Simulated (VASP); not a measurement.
Crystal: CdSe.

```
Cd Se
1.0
     0.00000    3.04966    3.04966
     3.04966    0.00000    3.04966
     3.04966    3.04966    0.00000
Cd Se
1 1
Cartesian
  0.0000 0.0000 0.0000
  1.5248 1.5248 1.5248
```

Base run:

```yaml
Program: VASP 6.6.1
Functional: revPBE
Dispersion: D3(BJ)
Potentials_or_basis: VASP PAW PBE potentials, release 64 (Cd, Se)
Cutoff: 520 eV
k_mesh: 8 × 8 × 8
Occupations: fermi-dirac, width 0.05 eV
Spin: no spin polarisation
```

Its results: band gap on the k mesh 0.72 eV, direct; pressure 0.0 GPa.

Problem. After a change of settings the same cell gave: band gap on the k mesh 1.07 eV, direct; pressure 0.3 GPa. Which change was it?
A. functional from revPBE to r2SCAN
B. functional from revPBE to PBE; further incar settings from ALGO = Normal; EDIFF = 1e-07; NBANDS = 16 to ALGO = Normal; EDIFF = 1e-06; NBANDS = 16
C. functional from revPBE to PBEsol; occupations from fermi-dirac, width 0.05 eV to gaussian, width 0.1 eV

Solution. A.

r2SCAN gives the wider gap, since meta-GGAs in the generalised Kohn-Sham scheme recover part of the derivative discontinuity.

Caveats: the PAW data sets were made with another functional, which shifts forces and pressure a little.
